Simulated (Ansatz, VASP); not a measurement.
**Cd: VASP beside Ansatz**

Contents of INCAR:

```
ALGO = Normal
EDIFF = 1E-6
ENCUT = 500
GGA = PE
GGA_COMPAT = False
ISIF = 2
ISMEAR = -1
LASPH = True
LCHARG = False
LREAL = False
LWAVE = False
NBANDS = 19
NELM = 120
PREC = Accurate
SIGMA = 0.05
```

Contents of KPOINTS:

```
k-points
0
Gamma
  16 16 7
```

File POSCAR:

```
Cd
1.0
    2.9185794238      0.0000000000      0.0000000000
   -1.4592897118      2.5275639239      0.0000000000
    0.0000000000      0.0000000000      5.5039474349
Cd
2
Direct
    0.3333333333      0.6666666667      0.2500000000
    0.6666666667      0.3333333333      0.7500000000
```

Input for Ansatz:

```yaml
crystal:
  lattice:
    - [2.9185794238, 0.0, 0.0]
    - [-1.4592897118, 2.5275639239, 0.0]
    - [0.0, 0.0, 5.5039474349]
  atoms:
    - { symbol: Cd, position: [0.3333333333, 0.6666666667, 0.25] }
    - { symbol: Cd, position: [0.6666666667, 0.3333333333, 0.75] }
kpoints:
  mp_grid: { grid: [16, 16, 7] }
scf:
  occupations: { method: fermi_dirac, width: 0.05 }
hamiltonian:
  xc: pbe
  pseudopotentials: { kind: all_electron, lapw: { basis_error: 0.001 } }
output:
  forces: true
  stress: true
  eigenvalues: true
```

Change from the starting cell: volume scaled by 0.9405.

Alike in both runs: task single point; functional PBE; k mesh 16 × 16 × 7; occupations fermi-dirac, width 0.05 eV; no spin polarisation.

|  | VASP | Ansatz |
| --- | --- | --- |
| version | VASP 6.6.1 | Ansatz 0.2.0 |
| potentials or method | VASP PAW PBE potentials, release 64 (Cd), cutoff 500 eV | all-electron LAPW, scalar-relativistic |

Ansatz gave:

* pressure (GPa): 7.4
* traceless stress, the component that is largest in VASP (GPa): -2.06

Problem. Which values does VASP return?

Solution. Pressure (GPa): 7.9; traceless stress, the component that is largest in VASP (GPa): -2.27.

Ansatz ran all-electron here, and VASP with PAW potentials.
